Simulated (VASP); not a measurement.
A run of VASP 6.6.1:

The input INCAR:

```
SYSTEM = KCl
PREC = Accurate
ENCUT = 520
EDIFF = 1E-6
ISMEAR = 0
SIGMA = 0.02
LREAL = .False.
LASPH = .True.
NELM = 60
ALGO = Normal
ISIF = 2
LWAVE = .False.
LCHARG = .True.
GGA = PS
LELF = .True.
LVHAR = .True.
NBANDS = 15
```

Contents of KPOINTS:

```
Automatic mesh
0
Gamma
  6 6 6
  0 0 0
```

POSCAR

```
KCl
1.0
    0.0000000000      3.1771196260      3.1771196260
    3.1771196260      0.0000000000      3.1771196260
    3.1771196260      3.1771196260      0.0000000000
K Cl
1 1
Direct
    0.0000000000      0.0000000000      0.0000000000
    0.5000000000      0.5000000000      0.5000000000
```

Potentials or basis: VASP PAW PBE potentials, release 64 (K_sv, Cl).

Launch:

```bash
$ cat potpaw_PBE.64/K_sv/POTCAR potpaw_PBE.64/Cl/POTCAR > POTCAR
$ mpirun -np 1 vasp_std > vasp.out
```

Hardware: 1 thread of AMD EPYC 7R13, on a shared host.

**Question.** How long does it take, and how much memory?

**Answer.** Wall time 20 s on 1 thread of AMD EPYC 7R13 (shared host), peak memory 0.2 GiB. Counts: scf iterations 13, k points 16.
